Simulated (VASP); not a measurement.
Here is a VASP 6.6.1 calculation.

The input INCAR:

```
SYSTEM = BP
PREC = Accurate
ENCUT = 600
EDIFF = 1E-8
ISMEAR = 0
SIGMA = 0.01
LREAL = .FALSE.
LASPH = .TRUE.
NELM = 100
ALGO = Normal
ISIF = 3
LWAVE = .FALSE.
LCHARG = .FALSE.
GGA = CA
NBANDS = 11
IBRION = 6
NFREE = 2
POTIM = 0.015
NSW = 1
```

Contents of KPOINTS:

```
Automatic mesh
0
G
  10 10 10
  0 0 0
```

POSCAR

```
BP
1.0
    0.0000000000      2.2250781898      2.2250781898
    2.2250781898      0.0000000000      2.2250781898
    2.2250781898      2.2250781898      0.0000000000
B P
1 1
Direct
    0.0000000000      0.0000000000      0.0000000000
    0.7500000000      0.7500000000      0.7500000000
```

Potentials or basis: VASP PAW LDA potentials, release 64 (B, P).

Launch:

```bash
$ cat potpaw_LDA.64/B/POTCAR potpaw_LDA.64/P/POTCAR > POTCAR
$ mpirun -np 1 vasp_std > vasp.out
```

**Question.** Estimate the elastic constants C11, C12, C44.

**Answer.** 376, 95, 204 GPa.

**Question.** What does it give for the Voigt bulk modulus?

**Answer.** 189 GPa.

**Question.** Predict the highest phonon frequency at Γ, LO-TO splitting left out.

**Answer.** 842 cm⁻¹.

Elastic tensor in Voigt notation (GPa, in the Cartesian axes of the cell as first typed):
```
376  95  95   0   0   0
 95 376  95   0   0   0
 95  95 376   0   0   0
  0   0   0 204   0   0
  0   0   0   0 204   0
  0   0   0   0   0 204
```

Caveat: the cell is under stress, which shifts elastic constants.
